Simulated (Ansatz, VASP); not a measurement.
**WC in VASP and in Ansatz**

```
W C
1.0
     2.88496    0.00000    0.00000
    -1.44248    2.49845    0.00000
     0.00000    0.00000    2.81157
W C
1 1
Direct
  0.00000 0.00000 0.00000
  0.66667 0.33333 0.50000
```

Alike in both runs: functional LDA; k mesh 15 × 15 × 12; occupations fermi-dirac, width 0.15 eV; no spin polarisation.

Ansatz relaxed the structure, and its values are those at the end. VASP's run is a single point on that final structure, the one shown.

|  | VASP | Ansatz |
| --- | --- | --- |
| version | VASP 6.6.1 | Ansatz 0.2.0 |
| potentials or method | VASP PAW LDA potentials, release 64 (W_sv, C), cutoff 520 eV | scalar-relativistic, plane waves, PAW |
| valence electrons in the cell | 18 | 18 |

Ansatz gave:

```
gap on the k mesh at the Fermi level (eV) : none
pressure (GPa)                            : 0.0
```

Question: Which values does VASP return?

Answer: gap on the k mesh at the Fermi level (eV): none; pressure (GPa): 2.6.

Ansatz warns that its potentials were made for another functional, while VASP's fit it. LDA's correlation is that of Perdew and Zunger in VASP and of Perdew and Wang (1992) in Ansatz. A gap of «none» marks a metal or a gap that the smearing closes.

Neither program's run includes spin-orbit coupling.
